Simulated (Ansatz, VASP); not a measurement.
**Two plane-wave programs on CaTi**

```
Ca Ti
1.0
     3.17400    0.00000    0.00000
     0.00000    3.17400    0.00000
     0.00000    0.00000    5.05630
Ca Ti
1 1
Direct
  0.50000 0.50000 0.50000
  0.00000 0.00000 0.00000
```

Alike in both runs: functional PBE; k mesh 6 × 6 × 4; occupations gaussian, width 0.1 eV; no spin polarisation.

Ansatz relaxed the structure, and its values are those at the end. VASP's run is a single point on that final structure, the one shown.

|  | VASP | Ansatz |
| --- | --- | --- |
| version | VASP 6.6.1 | Ansatz 0.2.0 |
| potentials or method | VASP PAW PBE potentials, release 64 (Ca_sv, Ti_sv), cutoff 500 eV | scalar-relativistic, plane waves, PAW |
| valence electrons in the cell | 22 | 22 |

```tsv
	VASP	Ansatz	Ansatz less VASP
gap on the k mesh at the Fermi level (eV)	none	none	-
pressure (GPa)	0.1	0.1	0.00
```

A gap of «none» marks a metal or a gap that the smearing closes.
